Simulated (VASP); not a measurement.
A run of VASP 6.6.1:

The input INCAR:

```
SYSTEM = Si6Ru
  PREC = Accurate
  ENCUT = 520
  EDIFF = 1E-7
  ISMEAR = 0
  SIGMA = 0.2
  LREAL = .False.
  LASPH = .True.
  NELM = 80
  ALGO = Normal
  ISIF = 2
  LWAVE = .False.
  LCHARG = .True.
  GGA = PE
  LELF = .True.
  LVHAR = .True.
  NBANDS = 28
```

KPOINTS

```
Automatic mesh
0
Gamma
  4 4 2
  0 0 0
```

Contents of POSCAR:

```
Si6Ru
1.0
    3.7848843019      0.0000000000      0.0000000000
    0.0000000000      3.7848843019      0.0000000000
    0.0000000000      0.0000000000      7.8592962326
Si Ru
6 1
Direct
    0.0000000000      0.5000000000      0.5000000000
    0.5000000000      0.0000000000      0.5000000000
    0.0000000000      0.5000000000      0.8079878437
    0.5000000000      0.0000000000      0.8079878437
    0.0000000000      0.5000000000      0.1920121563
    0.5000000000      0.0000000000      0.1920121563
    0.0000000000      0.0000000000      0.0000000000
```

Potentials or basis: VASP PAW PBE potentials, release 64 (Si, Ru_pv).

The run is started by

```console
$ cat potpaw_PBE.64/Si/POTCAR potpaw_PBE.64/Ru_pv/POTCAR > POTCAR
$ mpirun -np 1 vasp_std > vasp.out
```

Hardware: 1 thread of Intel(R) Xeon(R) Platinum 8259CL CPU @ 2.50GHz (Skylake/Cascade Lake) (shared host).

Q: How long does it take, and how much memory?

A: Wall time 47 s on 1 thread of Intel(R) Xeon(R) Platinum 8259CL CPU @ 2.50GHz (Skylake/Cascade Lake) (shared host), peak memory 0.21 GiB. Counts: scf iterations 16, k points 12.
